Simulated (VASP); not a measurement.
## ZnO: single point with PBEsol

ZnO:

```
CELL_PARAMETERS angstrom
3.32196 0.00000 0.00000
-1.66098 2.87691 0.00000
0.00000 0.00000 4.93345
ATOMIC_POSITIONS crystal
Zn 0.33333 0.66667 0.00158
Zn 0.66667 0.33333 0.50158
O 0.33333 0.66667 0.39561
O 0.66667 0.33333 0.89561
```

This cell differs from its parent crystal: c/a of the conventional cell at fixed volume 1.4851.

```json
{"Program": "VASP 6.6.1", "Task": "single point", "Functional": "PBEsol", "Potentials or basis": "VASP PAW PBE potentials, release 64 (Zn, O)", "Cutoff": "520 eV", "k mesh": "9 × 9 × 6", "Occupations": "gaussian, width 0.05 eV", "Spin": "no spin polarisation", "Dipole correction": "no", "Further INCAR settings": "ALGO = Normal; EDIFF = 1e-06; NBANDS = 26"}
```

```json
{
  "Pressure": "0.6 GPa",
  "Largest force": "0.304 eV/Å",
  "Band gap on the k mesh": "0.76 eV, direct"
}
```

Forces on the atoms (eV/Å):
```
Zn   0.000  0.000 -0.304
Zn   0.000  0.000 -0.304
O    0.000  0.000  0.304
O    0.000  0.000  0.304
```

Stress tensor (GPa, compression positive):
```
-3.30  0.00  0.00
 0.00 -3.30  0.00
 0.00  0.00  8.26
```

Levels at points of the mesh, in eV from the valence-band top:
| k point | band 15 | band 16 | band 17 | band 18 | band 19 | band 20 | band 21 | band 22 |
| --- | --- | --- | --- | --- | --- | --- | --- | --- |
| (0.00, 0.00, 0.00) | -0.89 | -0.06 | 0.00 | 0.00 | 0.76 | 4.90 | 8.87 | 12.14 |
| (0.00, 0.00, 0.50) | -0.43 | -0.43 | -0.43 | -0.43 | 3.56 | 3.56 | 10.56 | 10.56 |

It took 33 s on 1 thread of Intel(R) Xeon(R) Platinum 8488C (Sapphire Rapids), on a shared host, peak memory 0.2 GiB.

Caveat: the PAW data sets were made with another functional, which shifts forces and pressure a little.
